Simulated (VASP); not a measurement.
Input of a VASP 6.6.1 run:

INCAR

```
SYSTEM = Sn
PREC = Accurate ; ENCUT = 520
EDIFF = 1E-6 ; ISMEAR = 0
SIGMA = 0.1 ; LREAL = .False.
LASPH = .True. ; NELM = 100
ALGO = Fast ; ISIF = 2
LWAVE = .False. ; LCHARG = .True.
GGA = PE ; LELF = .True.
LVHAR = .True. ; NBANDS = 36
```

File KPOINTS:

```
Automatic mesh
0
Gamma
  4 4 4
  0 0 0
```

POSCAR

```
Sn
1.0
    5.6064878009      0.0000000000      0.0000000000
    0.0000000000      5.6064878009      0.0000000000
    0.0000000000      0.0000000000      4.5889511631
Sn
4
Direct
    0.3412863647      0.0000000000      0.7500000000
    0.6587136353      0.0000000000      0.2500000000
    0.0000000000      0.3412863647      0.0000000000
    0.0000000000      0.6587136353      0.5000000000
```

Potentials or basis: VASP PAW PBE potentials, release 64 (Sn_d).

Launch:

```bash
$ cat potpaw_PBE.64/Sn_d/POTCAR > POTCAR
$ mpirun -np 1 vasp_std > vasp.out
```

(1) Predict the largest force.

(2) Predict the pressure.

## Answers

(1) 0.006 eV/Å.

(2) -0.1 GPa.
